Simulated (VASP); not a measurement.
# CdSe (P6_3mc) in VASP: notebook

The runs below take CdSe through single point, with PBE.

All numbers are computed with VASP 6.6.1; they aren't measurements. Logs are shortened: lines on timing, memory, paths and dates and some standing lists are left out, and cuts for length are marked.

## 1. The cell of the first run

Symmetry: P6_3mc, No. 186, hexagonal system. Conventional cell: a = 4.357 Å, b = 4.357 Å, c = 6.827 Å, α = 90.00°, β = 90.00°, γ = 120.00°. Cd (site symmetry 3m) has 4 Se at 2.56 to 2.66 Å within 3.4 Å. Within 3.4 Å of Se (site symmetry 3m) lie 4 Cd at 2.56 to 2.66 Å.

## 2. Single point, PBE

INCAR

```
ALGO = Normal ; EDIFF = 1E-7
ENCUT = 520 ; GGA = PE
ISIF = 2 ; ISMEAR = 0
LASPH = True ; LCHARG = True
LELF = True ; LREAL = False
LVHAR = True ; LWAVE = False
NBANDS = 26 ; NELM = 100
PREC = Accurate ; SIGMA = 0.05
```

KPOINTS

```
k-points
0
Gamma
  12 12 4
```

POSCAR

```
CdSe
1.0
    4.3573907927      0.0000000000      0.0000000000
   -2.1786953964      3.7736111207      0.0000000000
    0.0000000000      0.0000000000      6.8268581503
Cd Se
2 2
Direct
    0.6666666667      0.3333333333      0.0000000000
    0.3333333333      0.6666666667      0.5000000000
    0.6666666667      0.3333333333      0.3750000000
    0.3333333333      0.6666666667      0.8750000000
```

Potentials or basis: VASP PAW PBE potentials, release 64 (Cd, Se).

The run is started by

```sh
cat potpaw_PBE.64/Cd/POTCAR potpaw_PBE.64/Se/POTCAR > POTCAR
mpirun -np 1 vasp_std > vasp.out
```

OUTCAR:

```text
EDIFF = 1E-7
   ENCUT = 520
   GGA = PE
   ISIF = 2
   ISMEAR = 0
   LASPH = True
   LREAL = False
   NELM = 100
   PREC = Accurate

 ion  position               nearest neighbor table
   1  0.667  0.333  0.000-   3 2.56   4 2.66   4 2.66   4 2.66
   2  0.333  0.667  0.500-   4 2.56   3 2.66   3 2.66   3 2.66
   3  0.667  0.333  0.375-   1 2.56   2 2.66   2 2.66   2 2.66
   4  0.333  0.667  0.875-   2 2.56   1 2.66   1 2.66   1 2.66

  LATTYP: Found a hexagonal cell.
 ALAT       =     4.3573907927
 C/A-ratio  =     1.5667307513

  Lattice vectors:

 A1 = (   4.3573907927,   0.0000000000,   0.0000000000)
 A2 = (  -2.1786953964,   3.7736111207,   0.0000000000)
 A3 = (   0.0000000000,   0.0000000000,   6.8268581503)

Analysis of symmetry for initial positions (statically):
=====================================================================
 Subroutine PRICEL returns:
 Original cell was already a primitive cell.

 Routine SETGRP: Setting up the symmetry group for a
 hexagonal supercell.

 Subroutine GETGRP returns: Found 12 space group operations
 (whereof  6 operations were pure point group operations)
 out of a pool of 24 trial point group operations.

The static configuration has the point symmetry C_3v.
 The point group associated with its full space group is C_6v.

Analysis of symmetry for dynamics (positions and initial velocities):
=====================================================================
 Subroutine PRICEL returns:
 Original cell was already a primitive cell.

 Routine SETGRP: Setting up the symmetry group for a
 hexagonal supercell.

 Subroutine GETGRP returns: Found 12 space group operations
 (whereof  6 operations were pure point group operations)
 out of a pool of 24 trial point group operations.

The dynamic configuration has the point symmetry C_3v.
 The point group associated with its full space group is C_6v.

 Subroutine INISYM returns: Found 12 space group operations
 (whereof  6 operations are pure point group operations),
 and found     1 'primitive' translations

----------------------------------------------------------------------------------------

                                     Primitive cell

  volume of cell :     112.2547

  direct lattice vectors                    reciprocal lattice vectors
     4.357390793  0.000000000  0.000000000     0.229495138  0.132499080  0.000000000
    -2.178695396  3.773611121  0.000000000     0.000000000  0.264998159  0.000000000
     0.000000000  0.000000000  6.826858150     0.000000000  0.000000000  0.146480266

  length of vectors
     4.357390793  4.357390793  6.826858150     0.264998159  0.264998159  0.146480266

  position of ions in fractional coordinates (direct lattice)
     0.666666667  0.333333333  0.000000000
     0.333333333  0.666666667  0.500000000
     0.666666667  0.333333333  0.375000000
     0.333333333  0.666666667  0.875000000

  ion indices of the primitive-cell ions
   primitive index   ion index
                 1           1
                 2           2
                 3           3
                 4           4

----------------------------------------------------------------------------------------

 KPOINTS: k-points

Automatic generation of k-mesh.
 Grid dimensions read from file:
 generate k-points for:   12   12    4

 Generating k-lattice:

  Cartesian coordinates                     Fractional coordinates (reciprocal lattice)
     0.019124595  0.011041590  0.000000000     0.083333333  0.000000000  0.000000000
     0.000000000  0.022083180  0.000000000     0.000000000  0.083333333  0.000000000
     0.000000000  0.000000000  0.036620067     0.000000000  0.000000000  0.250000000

  Length of vectors
     0.022083180  0.022083180  0.036620067

  Shift w.r.t. Gamma in fractional coordinates (k-lattice)
     0.000000000  0.000000000  0.000000000

 Subroutine IBZKPT returns following result:
 ===========================================

 Found     57 irreducible k-points:

 Following reciprocal coordinates:
            Coordinates               Weight
  0.000000  0.000000  0.000000      1.000000
  0.083333  0.000000  0.000000      6.000000
  0.166667  0.000000  0.000000      6.000000
  0.250000  0.000000  0.000000      6.000000
  0.333333 -0.000000  0.000000      6.000000
  0.416667 -0.000000  0.000000      6.000000
[... 16 lines left out ...]
  0.250000  0.000000  0.250000     12.000000
  0.333333 -0.000000  0.250000     12.000000
 [... further k-points ...]
   k-points           NKPTS =     57   k-points in BZ     NKDIM =     57   number of bands    NBANDS=     26
   number of dos      NEDOS =    301   number of ions     NIONS =      4
   total plane-waves  NPLWV =  55296
   dimension x,y,z NGX =    32 NGY =   32 NGZ =   54
   dimension x,y,z NGXF=    64 NGYF=   64 NGZF=  108
   ions per type =               2   2
   NGX,Y,Z   is equivalent  to a cutoff of  12.21, 12.21, 13.15 a.u.
   NGXF,Y,Z  is equivalent  to a cutoff of  24.42, 24.42, 26.30 a.u.
 SYSTEM =  unknown system
   PREC   = accura    normal or accurate (medium, high low for compatibility)
   ISTART =      0    job   : 0-new  1-cont  2-samecut
   ICHARG =      2    charge: 1-file 2-atom 10-const
   ISPIN  =      1    spin polarized calculation?
   LNONCOLLINEAR =      F non collinear calculations
   LSORBIT =      F    spin-orbit coupling
   LASPH  =      T    aspherical Exc in radial PAW
   ENCUT  =  520.0 eV  38.22 Ry    6.18 a.u.   8.10  8.10 12.69*2*pi/ulx,y,z
   NELM   =    100;   NELMIN=  2; NELMDL= -5     # of ELM steps
   EDIFF  = 0.1E-06   stopping-criterion for ELM
   LREAL  =      F    real-space projection
   EDIFFG = 0.1E-05   stopping-criterion for IOM
   NSW    =      0    number of steps for IOM
   IBRION =     -1    ionic relax: 0-MD 1-quasi-New 2-CG
   NFREE  =      0    steps in history (QN), initial steepest desc. (CG)
   ISIF   =      2    stress and relaxation
   ISYM   =      2    0-nonsym 1-usesym 2-fastsym
   POTIM  = 0.5000    time-step for ionic-motion
   TEBEG  =    0.0;   TEEND  =   0.0 temperature during run
   PSTRESS=    0.0 pullay stress
   NELECT =      36.0000    total number of electrons
   NUPDOWN=      -1.0000    fix difference up-down
   EMIN   =  10.00;   EMAX   =-10.00  energy-range for DOS
   EFERMI =   0.00;   METHOD = LEGACY
   ISMEAR =     0;   SIGMA  =   0.05  broadening in eV -4-tet -1-fermi 0-gaus
   EFERMI_NEDOS =   21; number of points for ismear=-14 and -15
   IALGO  =     38    algorithm
   IMIX   =      4    mixing-type and parameters
     AMIX     =   0.40;   BMIX     =  1.00
     AMIX_MAG =   1.60;   BMIX_MAG =  1.00
  volume/ion in A,a.u.               =      28.06       189.38
  Fermi-wavevector in a.u.,A,eV,Ry     =   1.120575  2.117579 17.084668  1.255688
  Thomas-Fermi vector in A             =   2.257222
   LORBIT       =      0    0 simple, 1 ext, 2 COOP (PROOUT), +10 PAW based schemes
   GGA     = PE    functional components
   LHFCALC =     F    Hartree Fock is set to
   AEXX    =    0.0000 exact exchange contribution
   IVDW    =     0    specifies the selected vdW correction
   LEPSILON=     F    determine dielectric tensor
   LRPA    =     F    only Hartree local field effects (RPA)
 non-spin polarized calculation
 Gauss-broadening in eV      SIGMA  =   0.05
  energy-cutoff  :      520.00
  volume of cell :      112.25
 maximum number of plane-waves:      3054
   NGX = 17   NGY = 17   NGZ = 25

 number of electron      35.9999996 magnetization

 Free energy of the ion-electron system (eV)
  ---------------------------------------------------
  ext. energy  EPLUGINS =         0.00000000
  ---------------------------------------------------
  free energy    TOTEN  =       -10.87844566 eV

  energy without entropy =      -10.87844566  energy(sigma->0) =      -10.87844566

 E-fermi :   1.2131     XC(G=0):  -8.8872

 val. band max:        0.9665315672   @ k =   0.0000   0.0000   0.0000
 cond. band min:       1.6481621838   @ k =   0.0000   0.0000   0.0000
 fundamental gap:      0.6816306166
 Fermi energy:         1.2130976850

 k-point     1 :       0.0000    0.0000    0.0000
  band No.  band energies     occupation
      1     -11.6566      2.00000
      2     -11.2408      2.00000
      3      -7.0053      2.00000
      4      -6.9488      2.00000
      5      -6.9488      2.00000
      6      -6.8661      2.00000
[... 18 lines left out ...]
     25       7.9394      0.00000
     26       8.9510      0.00000

 k-point     2 :       0.0833    0.0000    0.0000
  band No.  band energies     occupation
      1     -11.6358      2.00000
      2     -11.2327      2.00000
      3      -6.9978      2.00000
      4      -6.9421      2.00000
      5      -6.9342      2.00000
      6      -6.8592      2.00000
[... 18 lines left out ...]
     25       8.1031      0.00000
     26       8.7843      0.00000

 k-point     3 :       0.1667    0.0000    0.0000
  band No.  band energies     occupation
      1     -11.5775      2.00000
      2     -11.2117      2.00000
      3      -6.9775      2.00000
      4      -6.9250      2.00000
      5      -6.8907      2.00000
      6      -6.8370      2.00000
[... 18 lines left out ...]
     25       8.3848      0.00000
     26       8.5555      0.00000

 k-point     4 :       0.2500    0.0000    0.0000
  band No.  band energies     occupation
      1     -11.4939      2.00000
      2     -11.1862      2.00000
      3      -6.9511      2.00000
      4      -6.9051      2.00000
      5      -6.8361      2.00000
      6      -6.7898      2.00000
[... 18 lines left out ...]
     25       8.5155      0.00000
     26       9.1855      0.00000

 k-point     5 :       0.3333   -0.0000    0.0000
  band No.  band energies     occupation
      1     -11.4033      2.00000
      2     -11.1667      2.00000
      3      -6.9277      2.00000
      4      -6.8898      2.00000
      5      -6.7996      2.00000
      6      -6.7525      2.00000
[... 18 lines left out ...]
     25       8.9505      0.00000
     26       9.3289      0.00000

 k-point     6 :       0.4167   -0.0000    0.0000
  band No.  band energies     occupation
      1     -11.3279      2.00000
      2     -11.1609      2.00000
      3      -6.9133      2.00000
      4      -6.8817      2.00000
      5      -6.7697      2.00000
      6      -6.7263      2.00000
[... 427 lines left out ...]
 k-point    21 :       0.0833    0.0000    0.2500
  band No.  band energies     occupation
      1     -11.5751      2.00000
      2     -11.2892      2.00000
      3      -6.9638      2.00000
      4      -6.9330      2.00000
      5      -6.9212      2.00000
      6      -6.8752      2.00000
[... 18 lines left out ...]
     25       7.7683      0.00000
     26       8.3678      0.00000

 k-point    22 :       0.1667    0.0000    0.2500
  band No.  band energies     occupation
      1     -11.5216      2.00000
      2     -11.2620      2.00000
      3      -6.9534      2.00000
      4      -6.9135      2.00000
      5      -6.8775      2.00000
      6      -6.8487      2.00000
[... 18 lines left out ...]
     25       8.2061      0.00000
     26       8.4645      0.00000

 k-point    23 :       0.2500    0.0000    0.2500
  band No.  band energies     occupation
      1     -11.4455      2.00000
      2     -11.2271      2.00000
      3      -6.9371      2.00000
      4      -6.8897      2.00000
      5      -6.8459      2.00000
      6      -6.8081      2.00000
[... 18 lines left out ...]
     25       8.5131      0.00000
     26       8.8277      0.00000

 k-point    24 :       0.3333   -0.0000    0.2500
  band No.  band energies     occupation
      1     -11.3644      2.00000
      2     -11.1965      2.00000
      3      -6.9221      2.00000
      4      -6.8699      2.00000
      5      -6.8254      2.00000
      6      -6.7720      2.00000
[... 18 lines left out ...]
     25       8.6176      0.00000
     26       9.5074      0.00000

 [... further k-points ...]

------------------------ aborting loop because EDIFF is reached ----------------------------------------

  FORCE on cell =-STRESS in cart. coord.  units (eV):
  Direction    XX          YY          ZZ          XY          YZ          ZX
  --------------------------------------------------------------------------------------
  -------------------------------------------------------------------------------------
  Total        1.3989232      1.3989232      4.5932155     -0.0000000      0.0000000      0.0000000
  in kB       19.9664070     19.9664070     65.5575730     -0.0000000      0.0000000      0.0000000
  external PRESSURE =      35.1634623 kB  Pullay stress =       0.0000000 kB

 VOLUME and BASIS-vectors are now :
 -----------------------------------------------------------------------------
  energy-cutoff  :      520.00
  volume of cell :      112.25
      direct lattice vectors                 reciprocal lattice vectors
     4.357390793  0.000000000  0.000000000     0.229495138  0.132499080  0.000000000
    -2.178695396  3.773611121  0.000000000     0.000000000  0.264998159  0.000000000
     0.000000000  0.000000000  6.826858150     0.000000000  0.000000000  0.146480266

 POSITION                                       TOTAL-FORCE (eV/Angst)
 -----------------------------------------------------------------------------------
      2.17870      1.25787      0.00000         0.000000      0.000000     -0.417581
     -0.00000      2.51574      3.41343         0.000000      0.000000     -0.417581
      2.17870      1.25787      2.56007         0.000000      0.000000      0.417581
     -0.00000      2.51574      5.97350        -0.000000      0.000000      0.417581
 -----------------------------------------------------------------------------------
    total drift:                               -0.000000     -0.000000      0.000457

  FREE ENERGIE OF THE ION-ELECTRON SYSTEM (eV)
  ---------------------------------------------------
  free  energy   TOTEN  =       -10.8784456561 eV

  energy  without entropy=      -10.8784456561  energy(sigma->0) =      -10.87844566
```

It took 3.7 min on 1 thread of Intel Xeon 8259CL, shared host; peak memory 0.32 GiB.

Results:

| Property | Result |
| --- | --- |
| Free energy | -10.8784 eV |
| Pressure | 3.5 GPa |
| Largest force | 0.418 eV/Å |
| Band gap on the k mesh | 0.68 eV |

Forces in eV/Å, atoms in the order of the input:
```
Cd   0.000  0.000 -0.418
Cd   0.000  0.000 -0.418
Se   0.000  0.000  0.418
Se   0.000  0.000  0.418
```

Caveat: the cell stands under pressure; semilocal functionals underestimate gaps, and a narrow one can read as zero.

(Part 1 of 2 ends here.)
